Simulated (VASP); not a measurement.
Input of a VASP 6.6.1 run:

INCAR

```
SYSTEM = GaAs
PREC = Accurate
ENCUT = 520
EDIFF = 1E-7
ISMEAR = -1
SIGMA = 0.05
LREAL = .FALSE.
LASPH = .TRUE.
NELM = 60
ALGO = Normal
ISIF = 2
LWAVE = .FALSE.
LCHARG = .FALSE.
GGA = CA
NBANDS = 16
```

The input KPOINTS:

```
regular mesh
0
G
  9 9 8
  0 0 0
```

POSCAR

```
GaAs
1.0
    3.6064012100      0.0000000000      0.0000000000
   -1.8032006000      3.1232350600      0.0000000000
    0.0000000000      0.0000000000      3.5731941600
Ga As
1 1
Direct
    0.3333333300      0.6666666700      0.5000000000
    0.0000000000      0.0000000000      0.0000000000
```

Potentials or basis: VASP PAW LDA potentials, release 64 (Ga_d, As).

The run is started by

```sh
$ cat potpaw_LDA.64/Ga_d/POTCAR potpaw_LDA.64/As/POTCAR > POTCAR
$ mpirun -np 1 vasp_std > vasp.out
```

Task: What does it give for the pressure?

Result: -5.5 GPa.

Task: What does it give for the band gap on the k mesh?

Result: Zero (band 9 reaches 6.60 eV, above the bottom of band 10 at 2.61 eV).

Stress tensor (GPa, compression positive):
```
-4.06  0.00  0.00
 0.00 -4.06  0.00
 0.00  0.00 -8.47
```
